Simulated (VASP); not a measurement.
# Sb: single point with LDA

Sb:

```
CELL_PARAMETERS angstrom
2.20046 1.30060 3.77792
-2.10074 1.25758 3.73491
0.01261 -2.44586 3.71917
ATOMIC_POSITIONS crystal
Sb 0.23364 0.23364 0.23364
Sb 0.76636 0.76636 0.76636
```

This cell differs from its parent crystal: equal xy, yz and zx shear strains of +2 %.

* Program: VASP 6.6.1
* Task: single point
* Functional: LDA
* Potentials or basis: VASP PAW LDA potentials, release 64 (Sb)
* Cutoff: 520 eV
* k mesh: 12 × 12 × 12
* Occupations: fermi-dirac, width 0.03 eV
* Spin: no spin polarisation
* Dipole correction: no
* Further INCAR settings: ALGO = Normal; EDIFF = 1e-07; NBANDS = 12

| Item | Value |
| --- | --- |
| Pressure | -0.5 GPa |
| Largest force | 0.181 eV/Å |
| Band gap on the k mesh | zero (bands 5 and 6 overlap by 0.45 eV) |

Forces on the atoms (eV/Å):
```
Sb  -0.059 -0.095  0.142
Sb   0.059  0.095 -0.142
```

Stress tensor (GPa, compression positive):
```
 0.18 -0.21 -0.61
-0.21 -0.92 -1.17
-0.61 -1.17 -0.84
```

Levels at points of the mesh, in eV from the Fermi level:
```
           k point  band 3  band 4  band 5  band 6  band 7  band 8
(0.00, 0.00, 0.00)   -2.01   -1.93   -1.55    2.10    2.62    2.88
(0.50, 0.00, 0.00)   -1.76   -1.60   -0.19   -0.05    0.39    0.66
(0.00, 0.50, 0.00)   -1.97   -1.77   -0.34   -0.28    0.20    0.51
(0.50, 0.50, 0.00)   -5.37   -3.66   -3.61    1.59    5.00    5.58
(0.00, 0.00, 0.50)   -1.91   -1.86   -0.23   -0.16    0.12    0.56
(0.50, 0.00, 0.50)   -5.41   -3.77   -3.57    1.55    4.87    5.61
(0.00, 0.50, 0.50)   -5.44   -3.85   -3.48    1.59    4.90    5.65
(0.50, 0.50, 0.50)   -1.32   -1.19   -0.50    0.13    0.24    1.18
```

It took 9.7 min on 1 thread of Oxide Virtual Turin-like Processor, on a shared host, peak memory 0.57 GiB.

Caveat: the cell differs from its parent crystal (equal xy, yz and zx shear strains of +2 %); spin-orbit coupling is left out, which moves the levels of the heavy elements.
